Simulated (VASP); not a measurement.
Input of a VASP 6.6.1 run:

The input INCAR:

```
PREC = Accurate
ENCUT = 500
EDIFF = 1E-6
ISMEAR = 1
SIGMA = 0.1
LREAL = False
LASPH = True
NELM = 120
ALGO = Normal
ISIF = 2
LWAVE = False
LCHARG = False
GGA = CA
NBANDS = 12
GGA_COMPAT = False
```

Contents of KPOINTS:

```
regular mesh
0
Gamma
  10 10 10
```

The input POSCAR:

```
Zn
1.0
    0.0000000000      1.9647760000      1.9647760000
    1.9647760000      0.0000000000      1.9647760000
    1.9647760000      1.9647760000      0.0000000000
Zn
1
Direct
    0.0000000000      0.0000000000      0.0000000000
```

Potentials or basis: VASP PAW LDA potentials, release 64 (Zn).

The run is started by

```sh
$ cat potpaw_LDA.64/Zn/POTCAR > POTCAR
$ mpirun -np 1 vasp_std > vasp.out
```

Problem. What does it give for the pressure?

Solution. -8.3 GPa.

Problem. Estimate the band gap on the k mesh.

Solution. Zero (bands 6 and 7 overlap by 2.62 eV).

Caveat: the cell stands under tension.
